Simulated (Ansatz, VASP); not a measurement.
One calculation of Si16O, two programs

```xyz
17
Lattice="0.0000 5.4437 -5.4437 5.4437 5.4437 0.0000 5.4437 0.0000 -5.4437" Properties=species:S:1:pos:R:3 pbc="T T T"
Si    1.3878    1.6149   -1.5716
Si    4.0583    4.1082   -1.3207
Si    1.0252    3.9360   -4.0190
Si    3.8264    6.6873   -3.9488
Si    4.1045    1.3974   -4.1393
Si    6.7561    4.1342   -4.0481
Si    4.0545    4.1224   -6.7968
Si    6.6952    6.8208   -6.7084
Si    5.4105    5.4937   -2.6738
Si    2.7826    2.9141   -2.9043
Si    5.1596    7.9871   -5.3428
Si    2.7141    5.6664   -5.7083
Si    8.1272    5.4684   -5.4197
Si    5.4671    2.7828   -5.4804
Si    8.0369    8.2056   -8.0709
Si    5.3809    5.4813   -8.1235
O     1.3603   -0.6460    0.0674
```

Alike in both runs: functional r2SCAN; k mesh 2 × 2 × 2; occupations gaussian, width 0.02 eV; no spin polarisation.

Ansatz relaxed the structure, and its values are those at the end. VASP's run is a single point on that final structure, the one shown.

```csv
,VASP,Ansatz
version,VASP 6.6.1,Ansatz 0.2.0
potentials or method,"VASP PAW PBE potentials, release 64 (Si, O), cutoff 520 eV","scalar-relativistic, plane waves, PAW"
valence electrons in the cell,70,70
```

```tsv
	VASP	Ansatz	Ansatz less VASP
gap on the k mesh at the Fermi level (eV)	0.70	0.69	-0.009
least direct gap on the mesh (eV)	0.70	0.69	-0.009
rms of the force components (eV/Å)	0.016	0.002	-0.0145
```

VASP's potentials were made for PBE, not for r2SCAN. With one functional, cell and mesh, what is left measures potentials, basis and numerics.

The k mesh is coarse, so the values compare programs but aren't converged.
